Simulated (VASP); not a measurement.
A run of VASP 6.6.1:

The input INCAR:

```
PREC = Accurate
ENCUT = 520
EDIFF = 1E-8
ISMEAR = 0
SIGMA = 0.01
LREAL = False
LASPH = True
NELM = 80
ALGO = Normal
ISIF = 2
LWAVE = False
LCHARG = False
IBRION = 8
NSW = 1
LEPSILON = True
```

The input KPOINTS:

```
regular mesh
0
Gamma
  12 12 1
```

File POSCAR:

```
WS2
1.0
    3.1253827114      0.0000000000      0.0000000000
   -1.5626913557      2.7066608247      0.0000000000
    0.0000000000      0.0000000000     21.1400000000
S W
2 1
Direct
    0.0000000000      0.0000000000      0.4261824974
    0.0000000000      0.0000000000      0.5738175026
    0.3333333333      0.6666666667      0.5000000000
```

Potentials or basis: VASP PAW LDA potentials, release 64 (S, W_sv).

Command:

```sh
$ cat potpaw_LDA.64/S/POTCAR potpaw_LDA.64/W_sv/POTCAR > POTCAR
$ mpirun -np 1 vasp_std > vasp.out
```

Hardware: 1 thread of Oxide Virtual Turin-like Processor (shared host).

Problem. How long does it take, and how much memory?

Solution. It took 42 min on 1 thread of Oxide Virtual Turin-like Processor (shared host), peak memory 0.67 GiB. Counts: scf iterations 226, k points 19.
